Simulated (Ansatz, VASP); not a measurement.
## Two plane-wave programs on Rb

```
CELL_PARAMETERS angstrom
-2.48116 2.48116 3.34560
2.48116 -2.48116 3.34560
2.48116 2.48116 -3.34560
ATOMIC_POSITIONS crystal
Rb 0.00000 0.00000 0.00000
```

Alike in both runs: task single point; functional LDA; k mesh 14 × 14 × 14; occupations gaussian, width 0.15 eV; no spin polarisation.

```csv
,VASP,Ansatz
version,VASP 6.6.1,Ansatz 0.2.0
potentials or method,"VASP PAW LDA potentials, release 64 (Rb_sv), cutoff 520 eV","scalar-relativistic, plane waves, PAW"
valence electrons in the cell,9,9
```

|  | VASP | Ansatz | Ansatz less VASP |
| --- | --- | --- | --- |
| gap on the k mesh at the Fermi level (eV) | none | none | - |
| pressure (GPa) | -0.2 | -0.2 | 0.00 |

LDA's correlation is that of Perdew and Zunger in VASP and of Perdew and Wang (1992) in Ansatz. A gap of «none» marks a metal or a gap that the smearing closes.
